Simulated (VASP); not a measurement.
A run of VASP 6.6.1:

File INCAR:

```
  ALGO = Normal
  EDIFF = 1E-6
  ENCUT = 520
  GGA = PE
  ISIF = 2
  ISMEAR = 0
  LASPH = T
  LCHARG = F
  LREAL = F
  LWAVE = F
  NBANDS = 12
  NELM = 80
  PREC = Accurate
  SIGMA = 0.02
```

File KPOINTS:

```
k-points
0
Gamma
  10 10 10
```

The input POSCAR:

```
LiF
1.0
    2.5146643865      0.0000000000      0.0000000000
    0.0000000000      2.5146643865      0.0000000000
    0.0000000000      0.0000000000      2.5146643865
Li F
1 1
Direct
    0.0000000000      0.0000000000      0.0000000000
    0.5000000000      0.5000000000      0.5000000000
```

Potentials or basis: VASP PAW PBE potentials, release 64 (Li_sv, F).

Launch:

```sh
$ cat potpaw_PBE.64/Li_sv/POTCAR potpaw_PBE.64/F/POTCAR > POTCAR
$ mpirun -np 1 vasp_std > vasp.out
```

Hardware: 1 thread of Intel(R) Xeon(R) Platinum 8259CL CPU @ 2.50GHz (Skylake/Cascade Lake), with other jobs on the host.

Problem. Estimate the wall time of this run.

Solution. Wall time 6.3 s on 1 thread of Intel(R) Xeon(R) Platinum 8259CL CPU @ 2.50GHz (Skylake/Cascade Lake), with other jobs on the host, peak memory 0.12 GiB. Counts: scf iterations 11, k points 56.
